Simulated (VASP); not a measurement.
Write the native input for VASP 6.6.1 that does the following.

```
Task                   : single point
Functional             : r2SCAN
Potentials or basis    : VASP PAW PBE potentials, release 64 (Ge_d)
Cutoff                 : 520 eV
k mesh                 : 4 × 4 × 2
Occupations            : fermi-dirac, width 0.1 eV
Spin                   : no spin polarisation
Dipole correction      : no
Further INCAR settings : ALGO = Normal; EDIFF = 1e-06; NBANDS = 36
```

Ge:

```
Ge
1.0
     3.99759    0.00000    0.00000
    -1.99879    3.46201    0.00000
     0.00000    0.00000    6.59938
Ge
4
Cartesian
  1.9988 1.1540 0.4151
  0.0000 2.3080 3.7148
  1.9988 1.1540 2.8846
  0.0000 2.3080 6.1843
```

This isn't the form of Ge at room conditions, which is diamond.

The input as run:

POSCAR

```
Ge
1.0
    3.9975900000      0.0000000000      0.0000000000
   -1.9987900000      3.4620100000      0.0000000000
    0.0000000000      0.0000000000      6.5993800000
Ge
4
Direct
    0.6666666667      0.3333333333      0.0629000000
    0.3333333333      0.6666666667      0.5629000000
    0.6666666667      0.3333333333      0.4371000000
    0.3333333333      0.6666666667      0.9371000000
```

INCAR.step1

```
SYSTEM = Ge
  PREC = Accurate
  ENCUT = 520
  ISMEAR = -1
  SIGMA = 0.1
  LREAL = .FALSE.
  LASPH = .TRUE.
  NELM = 60
  NBANDS = 36
  GGA = PE
  ALGO = Normal
  EDIFF = 1E-4
  LWAVE = .TRUE.
  LCHARG = .FALSE.
```

INCAR.step2

```
SYSTEM = Ge
  PREC = Accurate
  ENCUT = 520
  EDIFF = 1E-6
  ISMEAR = -1
  SIGMA = 0.1
  LREAL = .FALSE.
  LASPH = .TRUE.
  NELM = 60
  ALGO = Normal
  ISIF = 2
  LWAVE = .FALSE.
  LCHARG = .FALSE.
  METAGGA = R2SCAN
  LMIXTAU = .TRUE.
  NBANDS = 36
  ISTART = 1
```

KPOINTS

```
Automatic mesh
0
G
  4 4 2
  0 0 0
```

Potentials or basis: VASP PAW PBE potentials, release 64 (Ge_d).

The run is started by

```console
$ cat potpaw_PBE.64/Ge_d/POTCAR > POTCAR
$ cp INCAR.step1 INCAR
$ mpirun -np 1 vasp_std > vasp.out
$ cp INCAR.step2 INCAR
$ mpirun -np 1 vasp_std > vasp.out
```

Results of the run:

```yaml
Pressure: 0.3 GPa
Largest_force: 0.009 eV/Å
Band_gap_on_the_k_mesh: 0.07 eV
```

Caveat: the k points lie up to 0.48 Å⁻¹ apart; the smearing spreads over this small gap; semilocal functionals underestimate gaps, and a narrow one can read as zero; the PAW data sets were made with another functional, which shifts forces and pressure a little.

Wall time 4.2 min on 1 thread of Intel Xeon 8259CL (shared host), peak memory 0.21 GiB.
